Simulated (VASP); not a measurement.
Input of a VASP 6.6.1 run:

The input INCAR:

```
SYSTEM = GdOs3
ALGO = Normal
EDIFF = 1E-6
ENCUT = 520
GGA = PE
ISIF = 2
ISMEAR = 0
ISPIN = 2
KPAR = 4
LASPH = .True.
LCHARG = .False.
LMAXMIX = 6
LORBIT = 11
LREAL = .False.
LWAVE = .False.
MAGMOM = 7 -7 0 0 0 0 0 0
NBANDS = 56
NELM = 150
PREC = Accurate
SIGMA = 0.05
```

Contents of KPOINTS:

```
k-points
0
Gamma
  8 8 4
  0 0 0
```

The input POSCAR:

```
GdOs3
1.0
    4.0654842343      0.0000000000      0.0000000000
    0.0000000000      4.0654842343      0.0000000000
    0.0000000000      0.0000000000      8.1309684686
Gd Os
2 6
Direct
    0.0000000000      0.0000000000      0.0000000000
    0.0000000000      0.0000000000      0.5000000000
    0.0000000000      0.5000000000      0.2500000000
    0.5000000000      0.5000000000      0.0000000000
    0.5000000000      0.0000000000      0.2500000000
    0.0000000000      0.5000000000      0.7500000000
    0.5000000000      0.5000000000      0.5000000000
    0.5000000000      0.0000000000      0.7500000000
```

Potentials or basis: VASP PAW PBE potentials, release 64 (Gd, Os).

Command:

```sh
$ cat potpaw_PBE.64/Gd/POTCAR potpaw_PBE.64/Os/POTCAR > POTCAR
$ mpirun -np 4 vasp_std > vasp.out
```

(1) Estimate the site moments.

(2) Predict the pressure.

(3) What does it give for the net moment?

(4) Predict the band gap on the k mesh.

Answers

(1) Gd +6.70, -6.70; Os +0.00, -0.27, +0.27 (each value once) μB.

(2) 0.3 GPa.

(3) 0.00 μB per cell.

(4) zero (filled and empty bands overlap).

Caveat: the antiferromagnetic order is the one typed at the start, and another may lie lower; spin-orbit coupling is left out, which moves the levels of the heavy elements; semilocal functionals describe open f shells poorly, which spoils levels, moments and volumes.
